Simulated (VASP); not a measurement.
# SnSe (Fm-3m) in VASP: a series of runs, part 2 of 2

VASP 6.6.1. The steps go on from the part before.

**3. Single point, HSE06**

Contents of POSCAR:

```
SnSe
1.0
    0.0000000000      2.9848894912      2.9848894912
    2.9848894912      0.0000000000      2.9848894912
    2.9848894912      2.9848894912      0.0000000000
Sn Se
1 1
Direct
    0.0000000000      0.0000000000      0.0000000000
    0.5000000000      0.5000000000      0.5000000000
```

Contents of INCAR.step1:

```
ALGO = Normal ; EDIFF = 1E-5
ENCUT = 520 ; GGA = PE
ISIF = 2 ; ISMEAR = 0
LASPH = T ; LREAL = F
LWAVE = T ; NBANDS = 17
NELM = 100 ; PREC = Accurate
SIGMA = 0.01
```

Contents of INCAR.step2:

```
ALGO = Normal ; EDIFF = 1E-6
ENCUT = 520 ; GGA = PE
HFSCREEN = 0.2079 ; ISIF = 2
ISMEAR = 0 ; ISTART = 1
LASPH = T ; LCHARG = T
LELF = T ; LHFCALC = T
LREAL = F ; LVHAR = T
LWAVE = F ; NBANDS = 17
NELM = 100 ; PREC = Accurate
PRECFOCK = Normal ; SIGMA = 0.01
```

Contents of KPOINTS:

```
k-points
0
Gamma
  4 4 4
```

Potentials or basis: VASP PAW PBE potentials, release 64 (Sn_d, Se).

Command:

```bash
$ cat potpaw_PBE.64/Sn_d/POTCAR potpaw_PBE.64/Se/POTCAR > POTCAR
$ cp INCAR.step1 INCAR
$ mpirun -np 1 vasp_std > vasp.out
$ cp INCAR.step2 INCAR
$ mpirun -np 1 vasp_std > vasp.out
```

OUTCAR:

```text
EDIFF = 1E-6
   ENCUT = 520
   GGA = PE
   HFSCREEN = 0.2079
   ISIF = 2
   ISMEAR = 0
   ISTART = 1
   LASPH = T
   LHFCALC = T
   LREAL = F
   NELM = 100
   PREC = Accurate
   PRECFOCK = Normal

 ion  position               nearest neighbor table
   1  0.000  0.000  0.000-   2 2.98   2 2.98   2 2.98   2 2.98   2 2.98   2 2.98
   2  0.500  0.500  0.500-   1 2.98   1 2.98   1 2.98   1 2.98   1 2.98   1 2.98

  LATTYP: Found a face centered cubic cell.
 ALAT       =     5.9697789824

  Lattice vectors:

 A1 = (   0.0000000000,   2.9848894912,   2.9848894912)
 A2 = (   2.9848894912,   0.0000000000,   2.9848894912)
 A3 = (   2.9848894912,   2.9848894912,   0.0000000000)

Analysis of symmetry for initial positions (statically):
=====================================================================
 Subroutine PRICEL returns:
 Original cell was already a primitive cell.

 Routine SETGRP: Setting up the symmetry group for a
 face centered cubic supercell.

 Subroutine GETGRP returns: Found 48 space group operations
 (whereof 48 operations were pure point group operations)
 out of a pool of 48 trial point group operations.

The static configuration has the point symmetry O_h .

Analysis of symmetry for dynamics (positions and initial velocities):
=====================================================================
 Subroutine PRICEL returns:
 Original cell was already a primitive cell.

 Routine SETGRP: Setting up the symmetry group for a
 face centered cubic supercell.

 Subroutine GETGRP returns: Found 48 space group operations
 (whereof 48 operations were pure point group operations)
 out of a pool of 48 trial point group operations.

The dynamic configuration has the point symmetry O_h .

 Subroutine INISYM returns: Found 48 space group operations
 (whereof 48 operations are pure point group operations),
 and found     1 'primitive' translations

----------------------------------------------------------------------------------------

                                     Primitive cell

  volume of cell :      53.1881

  direct lattice vectors                    reciprocal lattice vectors
     0.000000000  2.984889491  2.984889491    -0.167510389  0.167510389  0.167510389
     2.984889491  0.000000000  2.984889491     0.167510389 -0.167510389  0.167510389
     2.984889491  2.984889491  0.000000000     0.167510389  0.167510389 -0.167510389

  length of vectors
     4.221271201  4.221271201  4.221271201     0.290136505  0.290136505  0.290136505

  position of ions in fractional coordinates (direct lattice)
     0.000000000  0.000000000  0.000000000
     0.500000000  0.500000000  0.500000000

  ion indices of the primitive-cell ions
   primitive index   ion index
                 1           1
                 2           2

----------------------------------------------------------------------------------------

 KPOINTS: k-points

Automatic generation of k-mesh.
 Grid dimensions read from file:
 generate k-points for:    4    4    4

 Generating k-lattice:

  Cartesian coordinates                     Fractional coordinates (reciprocal lattice)
    -0.041877597  0.041877597  0.041877597     0.250000000  0.000000000  0.000000000
     0.041877597 -0.041877597  0.041877597     0.000000000  0.250000000  0.000000000
     0.041877597  0.041877597 -0.041877597     0.000000000  0.000000000  0.250000000

  Length of vectors
     0.072534126  0.072534126  0.072534126

  Shift w.r.t. Gamma in fractional coordinates (k-lattice)
     0.000000000  0.000000000  0.000000000

 Subroutine IBZKPT returns following result:
 ===========================================

 Found      8 irreducible k-points:

 Following reciprocal coordinates:
            Coordinates               Weight
  0.000000  0.000000  0.000000      1.000000
  0.250000  0.000000  0.000000      8.000000
  0.500000  0.000000  0.000000      4.000000
  0.250000  0.250000  0.000000      6.000000
  0.500000  0.250000  0.000000     24.000000
 -0.250000  0.250000  0.000000     12.000000
  0.500000  0.500000  0.000000      3.000000
 -0.250000  0.500000  0.250000      6.000000
   k-points           NKPTS =      8   k-points in BZ     NKDIM =     64   number of bands    NBANDS=     17
   number of dos      NEDOS =    301   number of ions     NIONS =      2
   total plane-waves  NPLWV =  32768
   dimension x,y,z NGX =    32 NGY =   32 NGZ =   32
   dimension x,y,z NGXF=    64 NGYF=   64 NGZF=   64
   ions per type =               1   1
   NGX,Y,Z   is equivalent  to a cutoff of  12.60, 12.60, 12.60 a.u.
   NGXF,Y,Z  is equivalent  to a cutoff of  25.21, 25.21, 25.21 a.u.
 SYSTEM =  unknown system
   PREC   = accura    normal or accurate (medium, high low for compatibility)
   ISTART =      1    job   : 0-new  1-cont  2-samecut
   ICHARG =      0    charge: 1-file 2-atom 10-const
   ISPIN  =      1    spin polarized calculation?
   LNONCOLLINEAR =      F non collinear calculations
   LSORBIT =      F    spin-orbit coupling
   LASPH  =      T    aspherical Exc in radial PAW
   ENCUT  =  520.0 eV  38.22 Ry    6.18 a.u.   7.85  7.85  7.85*2*pi/ulx,y,z
   NELM   =    100;   NELMIN=  2; NELMDL=  0     # of ELM steps
   EDIFF  = 0.1E-05   stopping-criterion for ELM
   LREAL  =      F    real-space projection
   EDIFFG = 0.1E-04   stopping-criterion for IOM
   NSW    =      0    number of steps for IOM
   IBRION =     -1    ionic relax: 0-MD 1-quasi-New 2-CG
   NFREE  =      0    steps in history (QN), initial steepest desc. (CG)
   ISIF   =      2    stress and relaxation
   ISYM   =      3    0-nonsym 1-usesym 2-fastsym
   POTIM  = 0.5000    time-step for ionic-motion
   TEBEG  =    0.0;   TEEND  =   0.0 temperature during run
   PSTRESS=    0.0 pullay stress
   NELECT =      20.0000    total number of electrons
   NUPDOWN=      -1.0000    fix difference up-down
   EMIN   =  10.00;   EMAX   =-10.00  energy-range for DOS
   EFERMI =   0.00;   METHOD = LEGACY
   ISMEAR =     0;   SIGMA  =   0.01  broadening in eV -4-tet -1-fermi 0-gaus
   EFERMI_NEDOS =   21; number of points for ismear=-14 and -15
   IALGO  =     38    algorithm
   IMIX   =      1    mixing-type and parameters
     AMIX     =   0.40;   BMIX     =  1.00
     AMIX_MAG =   1.60;   BMIX_MAG =  1.00
  volume/ion in A,a.u.               =      26.59       179.47
  Fermi-wavevector in a.u.,A,eV,Ry     =   1.181626  2.232949 18.996987  1.396239
  Thomas-Fermi vector in A             =   2.317895
   LORBIT       =      0    0 simple, 1 ext, 2 COOP (PROOUT), +10 PAW based schemes
   GGA     = PE    functional components
   LHFCALC =     T    Hartree Fock is set to
   PRECFOCK=normal    Normal, Fast or Accurate (Low or Medium for compatibility)
   ENCUT4O =  -1.0   cutoff for four orbital integrals eV
   NKREDX  =     1    reduce k-point grid by
   NKREDY  =     1    reduce k-point grid by
   NKREDZ  =     1    reduce k-point grid by
   AEXX    =    0.2500 exact exchange contribution
   HFSCREEN=    0.2079 screening length (either q_TF or 0.3 A-1)
   HFSCREENC=   0.2079 screening length for correlation (either q_TF or 0.3 A-1)
   ENCUTFOCK=  -1.0 apply spherical cutoff to Coloumb kernel
   IVDW    =     0    specifies the selected vdW correction
   LEPSILON=     F    determine dielectric tensor
   LRPA    =     F    only Hartree local field effects (RPA)
 non-spin polarized calculation
 Gauss-broadening in eV      SIGMA  =   0.01
  energy-cutoff  :      520.00
  volume of cell :       53.19
 maximum number of plane-waves:      1459
  NGX = 24; NGY = 24; NGZ = 24

 number of electron      20.0000008 magnetization

 Free energy of the ion-electron system (eV)
  ---------------------------------------------------
  ext. energy  EPLUGINS =         0.00000000
  ---------------------------------------------------
  free energy    TOTEN  =        -9.79856090 eV

  energy without entropy =       -9.79856090  energy(sigma->0) =       -9.79856090

 E-fermi :   5.9693     XC(G=0):  -8.1083

 val. band max:        5.8589381259   @ k =   0.5000   0.0000   0.0000
 cond. band min:       6.4711296633   @ k =   0.5000   0.0000   0.0000
 fundamental gap:      0.6121915374
 Fermi energy:         5.9692611384

 k-point     1 :       0.0000    0.0000    0.0000
  band No.  band energies     occupation
      1     -18.2579      2.00000
      2     -18.2579      2.00000
      3     -18.2496      2.00000
      4     -18.2496      2.00000
      5     -18.2496      2.00000
      6      -9.9956      2.00000
[... 137 lines left out ...]
      4     -18.2438      2.00000
      5     -18.2300      2.00000
      6      -8.5277      2.00000
[... 9 lines left out ...]
     16      17.9404      0.00000
     17      19.3866      0.00000

------------------------ aborting loop because EDIFF is reached ----------------------------------------

  FORCE on cell =-STRESS in cart. coord.  units (eV):
  Direction    XX          YY          ZZ          XY          YZ          ZX
  --------------------------------------------------------------------------------------
  -------------------------------------------------------------------------------------
  Total       -0.2076561     -0.2076561     -0.2076561     -0.0000000      0.0000000      0.0000000
  in kB       -6.2551889     -6.2551889     -6.2551889     -0.0000000      0.0000000      0.0000000
  external PRESSURE =      -6.2551889 kB  Pullay stress =       0.0000000 kB

 VOLUME and BASIS-vectors are now :
 -----------------------------------------------------------------------------
  energy-cutoff  :      520.00
  volume of cell :       53.19
      direct lattice vectors                 reciprocal lattice vectors
     0.000000000  2.984889491  2.984889491    -0.167510389  0.167510389  0.167510389
     2.984889491  0.000000000  2.984889491     0.167510389 -0.167510389  0.167510389
     2.984889491  2.984889491  0.000000000     0.167510389  0.167510389 -0.167510389

 POSITION                                       TOTAL-FORCE (eV/Angst)
 -----------------------------------------------------------------------------------
      0.00000      0.00000      0.00000        -0.000000      0.000000      0.000000
      2.98489      2.98489      2.98489         0.000000     -0.000000      0.000000
 -----------------------------------------------------------------------------------
    total drift:                                0.000000     -0.000001     -0.000000

  FREE ENERGIE OF THE ION-ELECTRON SYSTEM (eV)
  ---------------------------------------------------
  free  energy   TOTEN  =        -9.7985608990 eV

  energy  without entropy=       -9.7985608990  energy(sigma->0) =       -9.79856090
```

OUTCAR.step1:

```text
EDIFF = 1E-5
   ENCUT = 520
   GGA = PE
   ISIF = 2
   ISMEAR = 0
[... 362 lines left out ...]
 -----------------------------------------------------------------------------------
      0.00000      0.00000      0.00000        -0.000000     -0.000000     -0.000000
      2.98489      2.98489      2.98489         0.000000      0.000000      0.000000
 -----------------------------------------------------------------------------------
    total drift:                                0.000000     -0.000000     -0.000000

  FREE ENERGIE OF THE ION-ELECTRON SYSTEM (eV)
  ---------------------------------------------------
  free  energy   TOTEN  =        -8.2639008560 eV

  energy  without entropy=       -8.2639008560  energy(sigma->0) =       -8.26390086
```

OSZICAR.step1:

```text
N       E                     dE             d eps       ncg     rms          rms(c)
DAV:   1     0.138117182401E+03    0.13812E+03   -0.97608E+03   280   0.145E+03
DAV:   2     0.544761698778E+01   -0.13267E+03   -0.12862E+03   280   0.372E+02
DAV:   3    -0.802121728439E+01   -0.13469E+02   -0.13403E+02   338   0.957E+01
DAV:   4    -0.840388712656E+01   -0.38267E+00   -0.38242E+00   347   0.167E+01
DAV:   5    -0.841314907612E+01   -0.92619E-02   -0.92614E-02   374   0.259E+00    0.344E+00
DAV:   6    -0.826528518670E+01    0.14786E+00   -0.36050E-01   375   0.374E+00    0.212E+00
DAV:   7    -0.826300930138E+01    0.22759E-02   -0.71742E-02   342   0.126E+00    0.935E-01
DAV:   8    -0.826394285750E+01   -0.93356E-03   -0.71153E-03   342   0.735E-01    0.782E-02
DAV:   9    -0.826387358312E+01    0.69274E-04   -0.11053E-03   381   0.271E-01    0.449E-02
DAV:  10    -0.826389769060E+01   -0.24107E-04   -0.11857E-04   357   0.665E-02    0.109E-02
DAV:  11    -0.826390085597E+01   -0.31654E-05   -0.98362E-06   258   0.265E-02
   1 F= -.82639009E+01 E0= -.82639009E+01  d E =-.379197E-19
```

Run time: 3.6 min. Hardware: 1 thread of Intel Xeon 6975P-C (Granite Rapids), shared host; peak memory 0.29 GiB.

What came out:

* Free energy: -9.7986 eV
* Pressure: -0.6 GPa
* Band gap on the k mesh: 0.61 eV

Caveat: the k points lie up to 0.46 Å⁻¹ apart; the PAW data sets were made with another functional, which shifts forces and pressure a little; spin-orbit coupling is left out, which moves the levels of the heavy elements.

**4. Single point, PBE-based screened hybrid with 50 % exact exchange**

POSCAR is that of step 3.

Contents of INCAR.step1:

```
SYSTEM = SnSe
ALGO = Normal
EDIFF = 1E-5
ENCUT = 520
GGA = PE
ISIF = 2
ISMEAR = 0
LASPH = .True.
LCHARG = .False.
LREAL = .False.
LWAVE = .True.
NBANDS = 17
NELM = 60
PREC = Accurate
SIGMA = 0.01
```

Contents of INCAR.step2:

```
SYSTEM = SnSe
AEXX = 0.5
ALGO = Normal
EDIFF = 1E-6
ENCUT = 520
GGA = PE
HFSCREEN = 0.1
ISIF = 2
ISMEAR = 0
ISTART = 1
LASPH = .True.
LCHARG = .False.
LHFCALC = .True.
LREAL = .False.
LWAVE = .False.
NBANDS = 17
NELM = 60
PREC = Accurate
PRECFOCK = Normal
SIGMA = 0.01
```

Contents of KPOINTS:

```
k-points
0
Gamma
  4 4 4
  0 0 0
```

Command:

```bash
$ cat potpaw_PBE.64/Sn_d/POTCAR potpaw_PBE.64/Se/POTCAR > POTCAR
$ cp INCAR.step1 INCAR
$ mpirun -np 1 vasp_std > vasp.out
$ cp INCAR.step2 INCAR
$ mpirun -np 1 vasp_std > vasp.out
```

Run time: 4.2 min. Hardware: 1 thread of Intel Xeon 6975P-C (Granite Rapids), shared host; peak memory 0.28 GiB.

The run converged. Its results:

```yaml
Free_energy: -12.4422 eV
Pressure: -2.5 GPa
Band_gap_on_the_k_mesh: 0.83 eV
```

Levels at points of the mesh, in eV from the valence-band top:
```tsv
k point	band 7	band 8	band 9	band 10	band 11	band 12	band 13	band 14
(0.00, 0.00, 0.00)	-6.34	-3.78	-3.78	-3.78	5.93	5.93	5.93	6.95
(0.50, 0.00, 0.00)	-10.81	-3.52	-3.52	0.00	0.83	1.96	1.96	9.74
(0.50, 0.50, 0.00)	-7.94	-7.79	-5.58	-5.58	3.63	7.19	7.19	7.87
```

Caveat: the k points lie up to 0.46 Å⁻¹ apart; the PAW data sets were made with another functional, which shifts forces and pressure a little; spin-orbit coupling is left out, which moves the levels of the heavy elements.

**5. Single point, PBE-based screened hybrid with 35 % exact exchange**

POSCAR is that of step 4.

Contents of INCAR.step1:

```
SYSTEM = SnSe
ALGO = Normal ; EDIFF = 1E-5
ENCUT = 520 ; GGA = PE
ISIF = 2 ; ISMEAR = 0
LASPH = .True. ; LCHARG = .False.
LREAL = .False. ; LWAVE = .True.
NBANDS = 17 ; NELM = 100
PREC = Accurate ; SIGMA = 0.01
```

Contents of INCAR.step2:

```
SYSTEM = SnSe
AEXX = 0.35 ; ALGO = Normal
EDIFF = 1E-6 ; ENCUT = 520
GGA = PE ; HFSCREEN = 0.1
ISIF = 2 ; ISMEAR = 0
ISTART = 1 ; LASPH = .True.
LCHARG = .False. ; LHFCALC = .True.
LREAL = .False. ; LWAVE = .False.
NBANDS = 17 ; NELM = 100
PREC = Accurate ; PRECFOCK = Normal
SIGMA = 0.01
```

KPOINTS is that of step 4.

Command:

```bash
$ cat potpaw_PBE.64/Sn_d/POTCAR potpaw_PBE.64/Se/POTCAR > POTCAR
$ cp INCAR.step1 INCAR
$ mpirun -np 1 vasp_std > vasp.out
$ cp INCAR.step2 INCAR
$ mpirun -np 1 vasp_std > vasp.out
```

It took 3.8 min on 1 thread of Intel Xeon 6975P-C (Granite Rapids), shared host; peak memory 0.28 GiB.

The run converged. Its results:

* Free energy: -11.1410 eV
* Pressure: -1.6 GPa
* Band gap on the k mesh: 0.82 eV

Levels at points of the mesh, in eV from the valence-band top:
```tsv
k point	band 6	band 7	band 8	band 9	band 10	band 11	band 12	band 13	band 14	band 15
(0.00, 0.00, 0.00)	-16.77	-5.92	-3.29	-3.29	-3.29	5.50	5.50	5.50	6.64	6.64
(0.50, 0.00, 0.00)	-15.62	-10.00	-3.03	-3.03	0.00	0.82	1.76	1.76	9.33	11.47
(0.50, 0.50, 0.00)	-15.27	-7.24	-7.22	-5.01	-5.01	3.45	6.70	6.70	7.37	11.74
```

Caveat: the k points lie up to 0.46 Å⁻¹ apart; the PAW data sets were made with another functional, which shifts forces and pressure a little; spin-orbit coupling is left out, which moves the levels of the heavy elements. A k mesh can miss the band edges.

**6. Single point, PBE-based screened hybrid with 30 % exact exchange**

POSCAR is that of step 5.

Contents of INCAR.step1:

```
SYSTEM = SnSe
PREC = Accurate
ENCUT = 520
EDIFF = 1E-5
ISMEAR = 0
SIGMA = 0.01
LREAL = .FALSE.
LASPH = .TRUE.
NELM = 80
ALGO = Normal
ISIF = 2
LWAVE = .TRUE.
LCHARG = .FALSE.
GGA = PE
NBANDS = 17
```

Contents of INCAR.step2:

```
SYSTEM = SnSe
PREC = Accurate
ENCUT = 520
EDIFF = 1E-6
ISMEAR = 0
SIGMA = 0.01
LREAL = .FALSE.
LASPH = .TRUE.
NELM = 80
ALGO = Normal
ISIF = 2
LWAVE = .FALSE.
LCHARG = .FALSE.
GGA = PE
LHFCALC = .TRUE.
AEXX = 0.3
HFSCREEN = 0.5
PRECFOCK = Normal
ISTART = 1
NBANDS = 17
```

Contents of KPOINTS:

```
Automatic mesh
0
G
  4 4 4
  0 0 0
```

Potentials or basis: VASP PAW PBE potentials, release 64 (Sn_d, Se).

Command:

```bash
$ cat potpaw_PBE.64/Sn_d/POTCAR potpaw_PBE.64/Se/POTCAR > POTCAR
$ cp INCAR.step1 INCAR
$ mpirun -np 1 vasp_std > vasp.out
$ cp INCAR.step2 INCAR
$ mpirun -np 1 vasp_std > vasp.out
```

Run time: 3.2 min. Hardware: 1 thread of Intel Xeon 6975P-C (Granite Rapids), shared host; peak memory 0.28 GiB.

It converged, with:

```yaml
Free_energy: -9.1868 eV
Pressure: -0.3 GPa
Band_gap_on_the_k_mesh: 0.64 eV
```

Levels at points of the mesh, in eV from the valence-band top:
```tsv
k point	band 8	band 9	band 10	band 11	band 12	band 13
(0.00, 0.00, 0.00)	-2.66	-2.66	-2.66	4.70	4.70	4.70
(0.50, 0.00, 0.00)	-2.42	-2.42	0.00	0.64	1.30	1.30
(0.50, 0.50, 0.00)	-6.21	-4.22	-4.22	2.98	5.83	5.83
```

Caveat: the k points lie up to 0.46 Å⁻¹ apart; the PAW data sets were made with another functional, which shifts forces and pressure a little; spin-orbit coupling is left out, which moves the levels of the heavy elements. A k mesh can miss the band edges.

**7. The runs side by side**

```csv
level,k mesh,grid for exact exchange (PRECFOCK),share of exact exchange,screening parameter,gap on the mesh (eV),pressure (GPa)
PBE,6 × 6 × 6,-,-,-,0.69,2.0
HSE06,4 × 4 × 4,Normal,0.25,0.2079 1/Å,0.61,-0.6
PBE-based screened hybrid with 50 % exact exchange,4 × 4 × 4,Normal,0.5,0.1 1/Å,0.83,-2.5
PBE-based screened hybrid with 35 % exact exchange,4 × 4 × 4,Normal,0.35,0.1 1/Å,0.82,-1.6
PBE-based screened hybrid with 30 % exact exchange,4 × 4 × 4,Normal,0.3,0.5 1/Å,0.64,-0.3
```

Alike in all rows: task single point; potentials or basis VASP PAW PBE potentials, release 64 (Sn_d, Se); no spin polarisation; cell as given; cutoff (eV) 520; smearing gaussian 0.01 eV.

Caveats: some runs use coarse meshes; spin-orbit coupling is left out, which moves the levels of the heavy elements; the PAW data sets were made with another functional, which shifts forces and pressure a little (at least some runs); semilocal functionals underestimate gaps, and a narrow one can read as zero (at least some runs).

Absolute energies hang on the potentials; compare differences alone.
